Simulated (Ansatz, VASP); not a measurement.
One calculation of SnTe, two programs

INCAR

```
SYSTEM = SnTe
PREC = Accurate ; ENCUT = 500
EDIFF = 1E-6 ; ISMEAR = 0
SIGMA = 0.01 ; LREAL = .False.
LASPH = .True. ; NELM = 120
ALGO = Normal ; ISIF = 2
LWAVE = .False. ; LCHARG = .False.
NBANDS = 17 ; GGA_COMPAT = .False.
```

KPOINTS

```
regular mesh
0
Gamma
  6 6 6
  0 0 0
```

The input POSCAR:

```
SnTe
1.0
    0.0000000000      3.1508500000      3.1508500000
    3.1508500000      0.0000000000      3.1508500000
    3.1508500000      3.1508500000      0.0000000000
Sn Te
1 1
Direct
    0.0000000000      0.0000000000      0.0000000000
    0.5000000000      0.5000000000      0.5000000000
```

Input for Ansatz:

```yaml
crystal:
  lattice:
    bravais: fcc
    a: 6.3017
  space_group: 225
  atoms:
    - { symbol: Sn, position: [0.0, 0.0, 0.0] }
    - { symbol: Te, position: [0.5, 0.0, 0.0] }
  reduce_to_primitive: true
kpoints:
  mp_grid:
    grid: [6, 6, 6]
    shift: [0.0, 0.0, 0.0]
hamiltonian:
  xc: lda
  pseudopotentials:
    kind: paw
scf:
  occupations:
    method: fixed
output:
  forces: true
  stress: true
  eigenvalues: true
```

Alike in both runs: task single point; functional LDA; k mesh 6 × 6 × 6; no spin polarisation.

|  | VASP | Ansatz |
| --- | --- | --- |
| version | VASP 6.6.1 | Ansatz 0.2.0 |
| potentials or method | VASP PAW LDA potentials, release 64 (Sn_d, Te) | plane waves, PAW |
| plane-wave cutoff (eV) | 500 | 420 |
| occupations | gaussian, width 0.01 eV | fixed |
| valence electrons in the cell | 20 | 30 |

Ansatz gave:

| Quantity | Value |
| --- | --- |
| gap on the k mesh at the Fermi level (eV) | 0.10 |
| pressure (GPa) | -1.6 |

Question: What did VASP give for the same quantities?

Answer: gap on the k mesh at the Fermi level (eV): 0.12; pressure (GPa): -1.5.

LDA's correlation is that of Perdew and Zunger in VASP and of Perdew and Wang (1992) in Ansatz. VASP's potentials hold 20 valence electrons a cell and Ansatz's 30, so a difference there can come from the potentials and not from the codes.

Spin-orbit coupling is off throughout.
